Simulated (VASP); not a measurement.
Set up this calculation in VASP 6.6.1, as the native input.

```yaml
Task: single point
Functional: PBE
Potentials_or_basis: VASP PAW PBE potentials, release 64 (Mn_pv, Si)
Cutoff: 520 eV
k_mesh: 4 × 4 × 4
Occupations: gaussian, width 0.1 eV
Spin: collinear spin, ferromagnetic start
Starting_moments: "[4.0, 0.0, 0.0, 0.0, 0.0] μB"
Dipole_correction: no
Further_INCAR_settings: ALGO = Normal; EDIFF = 1e-06; NBANDS = 26
```

The structure of MnSi4 lies in POSCAR:

```
MnSi4
1.0
   -2.6809158400      2.6809158400      2.6809158400
    2.6809158400     -2.6809158400      2.6809158400
    2.6809158400      2.6809158400     -2.6809158400
Mn Si
1 4
Direct
    0.0000000000      0.0000000000      0.0000000000
    0.5000000000      0.5000000000      0.5000000000
    0.0000000000      0.0000000000      0.5000000000
    0.0000000000      0.5000000000      0.0000000000
    0.5000000000      0.0000000000      0.0000000000
```

The input as run:

INCAR

```
PREC     = Accurate       # precision mode
ENCUT    = 520            # plane-wave cutoff, eV
EDIFF    = 1E-6           # SCF threshold, eV
ISMEAR   = 0              # smearing method
SIGMA    = 0.1            # smearing width, eV
LREAL    = False          # projectors in reciprocal space
LASPH    = True           # aspherical terms in the spheres
NELM     = 150            # most SCF steps
ALGO     = Normal         # electronic algorithm
ISIF     = 2              # what is computed and relaxed
LWAVE    = False          # write WAVECAR
LCHARG   = False          # write CHGCAR
ISPIN    = 2              # spin polarisation
MAGMOM   = 4 0 0 0 0      # initial moments
LORBIT   = 11             # projections on sites
LMAXMIX  = 4              # l up to which the mixer works
GGA      = PE             # functional
NBANDS   = 26             # bands
```

KPOINTS

```
Automatic mesh
0
Gamma
  4 4 4
```

Potentials or basis: VASP PAW PBE potentials, release 64 (Mn_pv, Si).

Launch:

```console
$ cat potpaw_PBE.64/Mn_pv/POTCAR potpaw_PBE.64/Si/POTCAR > POTCAR
$ mpirun -np 1 vasp_std > vasp.out
```

It gave:

The pressure is -3.5 GPa. The net moment is 1.53 μB per cell and the site moments are Mn +1.37; Si +0.00 μB. The valence electrons inside the program's atomic spheres are Mn 12.24; Si 1.58.

Caveat: the k points lie up to 0.41 Å⁻¹ apart; the moment fell far below its start of 4 μB, so a state of higher moment may lie lower in energy.

Run time: 51 s on 1 thread of AMD EPYC 7R43 64-Core Processor (Zen 3), with other jobs on the host, peak memory 0.2 GiB.
